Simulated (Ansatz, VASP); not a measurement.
# Two plane-wave programs on AlN

File INCAR:

```
ALGO = Normal ; EDIFF = 1E-7
ENCUT = 520 ; GGA = PE
ISIF = 2 ; ISMEAR = 0
LASPH = T ; LCHARG = F
LREAL = F ; LWAVE = F
NBANDS = 16 ; NELM = 80
PREC = Accurate ; SIGMA = 0.05
```

The input KPOINTS:

```
k-points
0
Gamma
  12 12 6
```

File POSCAR:

```
AlN
1.0
    3.3806587278      0.0000000000      0.0000000000
   -1.6903293639      2.9277363398      0.0000000000
    0.0000000000      0.0000000000      4.6165412822
Al N
2 2
Direct
    0.3333333333      0.6666666667      0.0017287175
    0.6666666667      0.3333333333      0.5017287175
    0.3333333333      0.6666666667      0.3832712825
    0.6666666667      0.3333333333      0.8832712825
```

Input for Ansatz:

```yaml
crystal:
  lattice:
    - [3.3806587278, 0.0, 0.0]
    - [-1.6903293639, 2.9277363398, 0.0]
    - [0.0, 0.0, 4.6165412822]
  atoms:
    - { symbol: Al, position: [0.3333333333, 0.6666666667, 0.0017287175] }
    - { symbol: Al, position: [0.6666666667, 0.3333333333, 0.5017287175] }
    - { symbol: "N", position: [0.3333333333, 0.6666666667, 0.3832712825] }
    - { symbol: "N", position: [0.6666666667, 0.3333333333, 0.8832712825] }
basis:
  ecutwfc: 420
kpoints:
  mp_grid: { grid: [12, 12, 6] }
hamiltonian:
  xc: pbe
scf:
  occupations: { method: gaussian, width: 0.05 }
output:
  forces: true
  stress: true
  eigenvalues: true
```

Change from the starting cell: strain +0.080 along x and y, -0.080 along z, atoms carried along.

Alike in both runs: task single point; functional PBE; k mesh 12 × 12 × 6; occupations gaussian, width 0.05 eV; no spin polarisation.

|  | VASP | Ansatz |
| --- | --- | --- |
| version | VASP 6.6.1 | Ansatz 0.2.0 |
| potentials or method | VASP PAW PBE potentials, release 64 (Al, N), cutoff 520 eV | scalar-relativistic, plane waves, PAW |
| valence electrons in the cell | 16 | 16 |

```tsv
	VASP	Ansatz	Ansatz less VASP
gap on the k mesh at the Fermi level (eV)	3.14	3.14	0.000
least direct gap on the mesh (eV)	3.14	3.14	0.000
pressure (GPa)	-7.3	-7.1	+0.16
traceless stress, the component that is largest in VASP (GPa)	36.48	36.19	-0.292
rms of the force components (eV/Å)	1.410	1.402	-0.0081
```

Atom by atom the forces differ by 0.008 eV/Å (rms over components).
